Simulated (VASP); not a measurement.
# Ti (Fm-3m) in VASP: a series of runs

Aim: see how the results for Ti move with the level of theory and the settings. Levels: PBE, PBE+D4, PBEsol+D4. Tasks: single point.

Program: VASP 6.6.1. These are calculated values, not measurements. Logs are shortened: lines on timing, memory, paths and dates and some standing lists are left out, and cuts for length are marked.

## Step 1: The cell of the first run

The structure is cubic, space group Fm-3m (No. 225). Conventional cell: a = 4.060 Å, b = 4.060 Å, c = 4.060 Å, α = 90.00°, β = 90.00°, γ = 90.00°. Within 3.8 Å of Ti (site symmetry m-3m) lie 12 Ti at 2.87 Å.

## Step 2: Single point, PBE

The input, INCAR:

```
  PREC = Accurate
  ENCUT = 520
  EDIFF = 1E-7
  ISMEAR = 0
  SIGMA = 0.025
  LREAL = F
  LASPH = T
  NELM = 100
  ALGO = Normal
  ISIF = 2
  LWAVE = F
  LCHARG = T
  GGA = PE
  LELF = T
  LVHAR = T
  NBANDS = 12
```

The input, KPOINTS:

```
regular mesh
0
Gamma
  11 11 11
```

The input, POSCAR:

```
Ti
1.0
    0.0000000000      2.0300000000      2.0300000000
    2.0300000000      0.0000000000      2.0300000000
    2.0300000000      2.0300000000      0.0000000000
Ti
1
Direct
    0.0000000000      0.0000000000      0.0000000000
```

Potentials or basis: VASP PAW PBE potentials, release 64 (Ti_sv).

On the command line:

```bash
cat potpaw_PBE.64/Ti_sv/POTCAR > POTCAR
mpirun -np 1 vasp_std > vasp.out
```

OUTCAR:

```text
PREC = Accurate
   ENCUT = 520
   EDIFF = 1E-7
   ISMEAR = 0
   LREAL = F
   LASPH = T
   NELM = 100
   ISIF = 2
   GGA = PE

 ion  position               nearest neighbor table
   1  0.000  0.000  0.000-

  LATTYP: Found a face centered cubic cell.
 ALAT       =     4.0600000000

  Lattice vectors:

 A1 = (   0.0000000000,   2.0300000000,   2.0300000000)
 A2 = (   2.0300000000,   0.0000000000,   2.0300000000)
 A3 = (   2.0300000000,   2.0300000000,   0.0000000000)

Analysis of symmetry for initial positions (statically):
=====================================================================
 Subroutine PRICEL returns:
 Original cell was already a primitive cell.

 Routine SETGRP: Setting up the symmetry group for a
 face centered cubic supercell.

 Subroutine GETGRP returns: Found 48 space group operations
 (whereof 48 operations were pure point group operations)
 out of a pool of 48 trial point group operations.

The static configuration has the point symmetry O_h .

Analysis of symmetry for dynamics (positions and initial velocities):
=====================================================================
 Subroutine PRICEL returns:
 Original cell was already a primitive cell.

 Routine SETGRP: Setting up the symmetry group for a
 face centered cubic supercell.

 Subroutine GETGRP returns: Found 48 space group operations
 (whereof 48 operations were pure point group operations)
 out of a pool of 48 trial point group operations.

The dynamic configuration has the point symmetry O_h .

 Subroutine INISYM returns: Found 48 space group operations
 (whereof 48 operations are pure point group operations),
 and found     1 'primitive' translations

----------------------------------------------------------------------------------------

                                     Primitive cell

  volume of cell :      16.7309

  direct lattice vectors                    reciprocal lattice vectors
     0.000000000  2.030000000  2.030000000    -0.246305419  0.246305419  0.246305419
     2.030000000  0.000000000  2.030000000     0.246305419 -0.246305419  0.246305419
     2.030000000  2.030000000  0.000000000     0.246305419  0.246305419 -0.246305419

  length of vectors
     2.870853532  2.870853532  2.870853532     0.426613499  0.426613499  0.426613499

  position of ions in fractional coordinates (direct lattice)
     0.000000000  0.000000000  0.000000000

  ion indices of the primitive-cell ions
   primitive index   ion index
                 1           1

----------------------------------------------------------------------------------------

 KPOINTS: regular mesh

Automatic generation of k-mesh.
 Grid dimensions read from file:
 generate k-points for:   11   11   11

 Generating k-lattice:

  Cartesian coordinates                     Fractional coordinates (reciprocal lattice)
    -0.022391402  0.022391402  0.022391402     0.090909091  0.000000000  0.000000000
     0.022391402 -0.022391402  0.022391402     0.000000000  0.090909091  0.000000000
     0.022391402  0.022391402 -0.022391402     0.000000000  0.000000000  0.090909091

  Length of vectors
     0.038783045  0.038783045  0.038783045

  Shift w.r.t. Gamma in fractional coordinates (k-lattice)
     0.000000000  0.000000000  0.000000000

 Subroutine IBZKPT returns following result:
 ===========================================

 Found     56 irreducible k-points:

 Following reciprocal coordinates:
            Coordinates               Weight
  0.000000  0.000000  0.000000      1.000000
  0.090909  0.000000  0.000000      8.000000
  0.181818  0.000000  0.000000      8.000000
  0.272727  0.000000  0.000000      8.000000
  0.363636  0.000000  0.000000      8.000000
  0.454545  0.000000  0.000000      8.000000
[... 16 lines left out ...]
 -0.272727  0.181818  0.000000     24.000000
 -0.181818  0.181818  0.000000     12.000000
 [... further k-points ...]
   k-points           NKPTS =     56   k-points in BZ     NKDIM =     56   number of bands    NBANDS=     12
   number of dos      NEDOS =    301   number of ions     NIONS =      1
   total plane-waves  NPLWV =  13824
   dimension x,y,z NGX =    24 NGY =   24 NGZ =   24
   dimension x,y,z NGXF=    48 NGYF=   48 NGZF=   48
   ions per type =               1
   NGX,Y,Z   is equivalent  to a cutoff of  13.90, 13.90, 13.90 a.u.
   NGXF,Y,Z  is equivalent  to a cutoff of  27.80, 27.80, 27.80 a.u.
 SYSTEM =  unknown system
   PREC   = accura    normal or accurate (medium, high low for compatibility)
   ISTART =      0    job   : 0-new  1-cont  2-samecut
   ICHARG =      2    charge: 1-file 2-atom 10-const
   ISPIN  =      1    spin polarized calculation?
   LNONCOLLINEAR =      F non collinear calculations
   LSORBIT =      F    spin-orbit coupling
   LASPH  =      T    aspherical Exc in radial PAW
   ENCUT  =  520.0 eV  38.22 Ry    6.18 a.u.   5.34  5.34  5.34*2*pi/ulx,y,z
   NELM   =    100;   NELMIN=  2; NELMDL= -5     # of ELM steps
   EDIFF  = 0.1E-06   stopping-criterion for ELM
   LREAL  =      F    real-space projection
   EDIFFG = 0.1E-05   stopping-criterion for IOM
   NSW    =      0    number of steps for IOM
   IBRION =     -1    ionic relax: 0-MD 1-quasi-New 2-CG
   NFREE  =      0    steps in history (QN), initial steepest desc. (CG)
   ISIF   =      2    stress and relaxation
   ISYM   =      2    0-nonsym 1-usesym 2-fastsym
   POTIM  = 0.5000    time-step for ionic-motion
   TEBEG  =    0.0;   TEEND  =   0.0 temperature during run
   PSTRESS=    0.0 pullay stress
   NELECT =      12.0000    total number of electrons
   NUPDOWN=      -1.0000    fix difference up-down
   EMIN   =  10.00;   EMAX   =-10.00  energy-range for DOS
   EFERMI =   0.00;   METHOD = LEGACY
   ISMEAR =     0;   SIGMA  =   0.03  broadening in eV -4-tet -1-fermi 0-gaus
   EFERMI_NEDOS =   21; number of points for ismear=-14 and -15
   IALGO  =     38    algorithm
   IMIX   =      4    mixing-type and parameters
     AMIX     =   0.40;   BMIX     =  1.00
     AMIX_MAG =   1.60;   BMIX_MAG =  1.00
  volume/ion in A,a.u.               =      16.73       112.91
  Fermi-wavevector in a.u.,A,eV,Ry     =   1.465421  2.769245 29.217967  2.147460
  Thomas-Fermi vector in A             =   2.581280
   LORBIT       =      0    0 simple, 1 ext, 2 COOP (PROOUT), +10 PAW based schemes
   GGA     = PE    functional components
   LHFCALC =     F    Hartree Fock is set to
   AEXX    =    0.0000 exact exchange contribution
   IVDW    =     0    specifies the selected vdW correction
   LEPSILON=     F    determine dielectric tensor
   LRPA    =     F    only Hartree local field effects (RPA)
 non-spin polarized calculation
 Gauss-broadening in eV      SIGMA  =   0.03
  energy-cutoff  :      520.00
  volume of cell :       16.73
 maximum number of plane-waves:       463
 NGX is ok and might be reduce to    24
   NGX = 11   NGY = 11   NGZ = 11

 number of electron      12.0000002 magnetization

 Free energy of the ion-electron system (eV)
  ---------------------------------------------------
  ext. energy  EPLUGINS =         0.00000000
  ---------------------------------------------------
  free energy    TOTEN  =        -7.77576756 eV

  energy without entropy =       -7.77569581  energy(sigma->0) =       -7.77573168

 E-fermi :   8.6153     XC(G=0): -11.6716

 val. band max:        8.5947998055   @ k =   0.1818   0.1818   0.0000
 cond. band min:       8.6539599480   @ k =   0.2727   0.0000   0.0000
 fundamental gap:      0.0591601425
 Fermi energy:         8.6153290344

 k-point     1 :       0.0000    0.0000    0.0000
  band No.  band energies     occupation
      1     -47.9932      2.00000
      2     -23.8083      2.00000
      3     -23.8083      2.00000
      4     -23.8083      2.00000
      5       2.4390      2.00000
      6       9.5416      0.00000
      7       9.5416      0.00000
      8       9.5416      0.00000
      9      11.2606      0.00000
     10      11.2606      0.00000
     11      24.0813      0.00000
     12      28.7362      0.00000

 k-point     2 :       0.0909    0.0000    0.0000
  band No.  band energies     occupation
      1     -47.9821      2.00000
      2     -23.8705      2.00000
      3     -23.8160      2.00000
      4     -23.8160      2.00000
      5       2.7144      2.00000
      6       9.3723      0.00000
      7       9.6385      0.00000
      8       9.6386      0.00000
      9      11.1993      0.00000
     10      11.1993      0.00000
     11      24.3007      0.00000
     12      26.9466      0.00000

 k-point     3 :       0.1818    0.0000    0.0000
  band No.  band energies     occupation
      1     -47.9521      2.00000
      2     -24.0354      2.00000
      3     -23.8366      2.00000
      4     -23.8366      2.00000
      5       3.4850      2.00000
      6       8.9826      0.00000
      7       9.8105      0.00000
      8       9.8105      0.00000
      9      11.1570      0.00000
     10      11.1570      0.00000
     11      23.7490      0.00000
     12      25.1872      0.00000
[... 286 lines left out ...]
 k-point    23 :      -0.2727    0.1818    0.0000
  band No.  band energies     occupation
      1     -47.8654      2.00000
      2     -24.3505      2.00000
      3     -24.0454      2.00000
      4     -23.8877      2.00000
      5       6.0102      2.00000
      6       8.3152      2.00000
      7       8.9972      0.00000
      8      10.1818      0.00000
      9      11.1253      0.00000
     10      13.0192      0.00000
     11      20.1999      0.00000
     12      22.4407      0.00000

 k-point    24 :      -0.1818    0.1818    0.0000
  band No.  band energies     occupation
      1     -47.8992      2.00000
      2     -24.2267      2.00000
      3     -23.9799      2.00000
      4     -23.8562      2.00000
      5       4.9776      2.00000
      6       8.4337      2.00000
      7       9.4534      0.00000
      8      10.4529      0.00000
      9      10.4681      0.00000
     10      12.2612      0.00000
     11      22.4355      0.00000
     12      22.9701      0.00000

 [... further k-points ...]
[... 5 lines left out ...]
  --------------------------------------------------------------------------------------
  -------------------------------------------------------------------------------------
  Total        0.3656541      0.3656541      0.3656541     -0.0000000     -0.0000000      0.0000000
  in kB       35.0157068     35.0157068     35.0157068     -0.0000000     -0.0000000      0.0000000
  external PRESSURE =      35.0157068 kB  Pullay stress =       0.0000000 kB

 VOLUME and BASIS-vectors are now :
 -----------------------------------------------------------------------------
  energy-cutoff  :      520.00
  volume of cell :       16.73
      direct lattice vectors                 reciprocal lattice vectors
     0.000000000  2.030000000  2.030000000    -0.246305419  0.246305419  0.246305419
     2.030000000  0.000000000  2.030000000     0.246305419 -0.246305419  0.246305419
     2.030000000  2.030000000  0.000000000     0.246305419  0.246305419 -0.246305419

 POSITION                                       TOTAL-FORCE (eV/Angst)
 -----------------------------------------------------------------------------------
      0.00000      0.00000      0.00000        -0.000000      0.000000      0.000000
 -----------------------------------------------------------------------------------
    total drift:                               -0.000000      0.000000      0.000000

  FREE ENERGIE OF THE ION-ELECTRON SYSTEM (eV)
  ---------------------------------------------------
  free  energy   TOTEN  =        -7.7757675585 eV

  energy  without entropy=       -7.7756958074  energy(sigma->0) =       -7.77573168
```

Wall time 8.8 s (1 thread of Intel Xeon 6975P-C, shared host); peak memory 0.14 GiB.

What came out:

- Free energy: -7.7758 eV
- Pressure: 3.5 GPa
- Band gap on the k mesh: zero (band 6 reaches 9.54 eV, above the bottom of band 7 at 8.35 eV)

## Step 3: Single point, PBE+D4

This run uses another cell than the first one, of 17.07 Å³/atom, 1.020 times its volume.

The input, INCAR:

```
PREC = Accurate
ENCUT = 520
EDIFF = 1E-6
ISMEAR = -1
SIGMA = 0.05
LREAL = F
LASPH = T
NELM = 60
ALGO = Fast
ISIF = 2
LWAVE = F
LCHARG = T
GGA = PE
IVDW = 13
LELF = T
LVHAR = T
NBANDS = 12
```

KPOINTS is that of step 2.

The input, POSCAR:

```
Ti
1.0
    0.0000000000      2.0434821431      2.0434821431
    2.0434821431      0.0000000000      2.0434821431
    2.0434821431      2.0434821431      0.0000000000
Ti
1
Direct
    0.0000000000      0.0000000000      0.0000000000
```

Potentials or basis: VASP PAW PBE potentials, release 64 (Ti_sv).

On the command line:

```bash
cat potpaw_PBE.64/Ti_sv/POTCAR > POTCAR
mpirun -np 1 vasp_std > vasp.out
```

OUTCAR:

```text
PREC = Accurate
   ENCUT = 520
   EDIFF = 1E-6
   ISMEAR = -1
   LREAL = F
   LASPH = T
   NELM = 60
   ISIF = 2
   GGA = PE
   IVDW = 13

 ion  position               nearest neighbor table
   1  0.000  0.000  0.000-

  LATTYP: Found a face centered cubic cell.
 ALAT       =     4.0869642862

  Lattice vectors:

 A1 = (   0.0000000000,   2.0434821431,   2.0434821431)
 A2 = (   2.0434821431,   0.0000000000,   2.0434821431)
[... 540 lines left out ...]
     12      22.5016      0.00000

 [... further k-points ...]

------------------------ aborting loop because EDIFF is reached ----------------------------------------

  DFT-D4 for vdW energy calculation

  Edisp (eV):   -0.20525

  FORCE on cell =-STRESS in cart. coord.  units (eV):
  Direction    XX          YY          ZZ          XY          YZ          ZX
  --------------------------------------------------------------------------------------
  -------------------------------------------------------------------------------------
  Total      -0.03975    -0.03975    -0.03975     0.00000    -0.00000     0.00000
  in kB      -3.73135    -3.73135    -3.73135     0.00000    -0.00000     0.00000
  external pressure =       -3.73 kB  Pullay stress =        0.00 kB

 VOLUME and BASIS-vectors are now :
 -----------------------------------------------------------------------------
  energy-cutoff  :      520.00
  volume of cell :       17.07
      direct lattice vectors                 reciprocal lattice vectors
     0.000000000  2.043482143  2.043482143    -0.244680386  0.244680386  0.244680386
     2.043482143  0.000000000  2.043482143     0.244680386 -0.244680386  0.244680386
     2.043482143  2.043482143  0.000000000     0.244680386  0.244680386 -0.244680386

 POSITION                                       TOTAL-FORCE (eV/Angst)
 -----------------------------------------------------------------------------------
      0.00000      0.00000      0.00000         0.000000      0.000000      0.000000
 -----------------------------------------------------------------------------------
    total drift:                               -0.000000      0.000000      0.000000

  FREE ENERGIE OF THE ION-ELECTRON SYSTEM (eV)
  ---------------------------------------------------
  free  energy   TOTEN  =        -7.9912399390 eV

  energy  without entropy=       -7.9792177385  energy(sigma->0) =       -7.98522884
```

It took 15 s on 1 thread of Intel Xeon 6975P-C, shared host; peak memory 0.14 GiB.

Results:

* Free energy: -7.9912 eV
* Pressure: -0.4 GPa
* Band gap on the k mesh: zero (band 6 reaches 9.30 eV, above the bottom of band 7 at 8.13 eV)
* Dispersion energy per atom: -0.205 eV

Levels at points of the mesh, in eV from the Fermi level:
```
           k point  band 2  band 3  band 4  band 5  band 6  band 7  band 8  band 9  band 10  band 11
(0.00, 0.00, 0.00)  -32.51  -32.51  -32.51   -6.14    0.89    0.89    0.89    2.57     2.57    15.35
```

Caveat: pairwise dispersion overbinds metals, which lowers pressure and volume.

## Step 4: Single point, PBEsol+D4

This run uses another cell than the first one, of 16.49 Å³/atom, 0.986 times its volume.

The input, INCAR:

```
SYSTEM = Ti
ALGO     = Normal         ! electronic algorithm
EDIFF    = 1E-6           ! SCF threshold, eV
ENCUT    = 520            ! plane-wave cutoff, eV
GGA      = PS             ! functional
ISIF     = 2              ! what is computed and relaxed
ISMEAR   = -1             ! smearing method
IVDW     = 13             ! dispersion correction
LASPH    = .TRUE.         ! aspherical terms in the spheres
LCHARG   = .TRUE.         ! write CHGCAR
LELF     = .TRUE.         ! ELF
LREAL    = .FALSE.        ! projectors in reciprocal space
LVHAR    = .TRUE.       
LWAVE    = .FALSE.        ! write WAVECAR
NBANDS   = 12             ! bands
NELM     = 80             ! most SCF steps
PREC     = Accurate       ! precision mode
SIGMA    = 0.05           ! smearing width, eV
```

The input, KPOINTS:

```
k-points
0
G
  11 11 11
  0 0 0
```

The input, POSCAR:

```
Ti
1.0
    0.0000000000      2.0201823982      2.0201823982
    2.0201823982      0.0000000000      2.0201823982
    2.0201823982      2.0201823982      0.0000000000
Ti
1
Direct
    0.0000000000      0.0000000000      0.0000000000
```

On the command line:

```bash
cat potpaw_PBE.64/Ti_sv/POTCAR > POTCAR
mpirun -np 1 vasp_std > vasp.out
```

Run time: 8.3 s. Hardware: 1 thread of Intel Xeon 6975P-C, shared host; peak memory 0.14 GiB.

The run converged. Its results:

| Quantity | Value |
| --- | --- |
| Free energy | -8.4167 eV |
| Pressure | -0.3 GPa |
| Band gap on the k mesh | zero (band 6 reaches 9.57 eV, above the bottom of band 7 at 8.37 eV) |
| Dispersion energy per atom | -0.123 eV |

Levels at points of the mesh, in eV from the Fermi level:
| k point | band 2 | band 3 | band 4 | band 5 | band 6 | band 7 | band 8 | band 9 | band 10 | band 11 |
| --- | --- | --- | --- | --- | --- | --- | --- | --- | --- | --- |
| (0.00, 0.00, 0.00) | -32.27 | -32.27 | -32.27 | -6.22 | 0.91 | 0.91 | 0.91 | 2.66 | 2.66 | 15.56 |

Caveat: the PAW data sets were made with another functional, which shifts forces and pressure a little; pairwise dispersion overbinds metals, which lowers pressure and volume.

## Step 5: The runs side by side

| level | cell | smearing | gap on the mesh (eV) | pressure (GPa) |
| --- | --- | --- | --- | --- |
| PBE | a = 2.871 Å, angles 60.0°, 1 atom | gaussian 0.025 eV | none | 3.5 |
| PBE+D4 | a = 2.890 Å, angles 60.0°, 1 atom | fermi-dirac 0.05 eV | none | -0.4 |
| PBEsol+D4 | a = 2.857 Å, angles 60.0°, 1 atom | fermi-dirac 0.05 eV | none | -0.3 |

Alike in all rows: task single point; potentials or basis VASP PAW PBE potentials, release 64 (Ti_sv); no spin polarisation; k mesh 11 × 11 × 11; cutoff (eV) 520.

Caveats: pairwise dispersion overbinds metals, which lowers pressure and volume (some runs); the PAW data sets were made with another functional, which shifts forces and pressure a little (some runs).

Absolute energies hang on the potentials; compare differences alone.
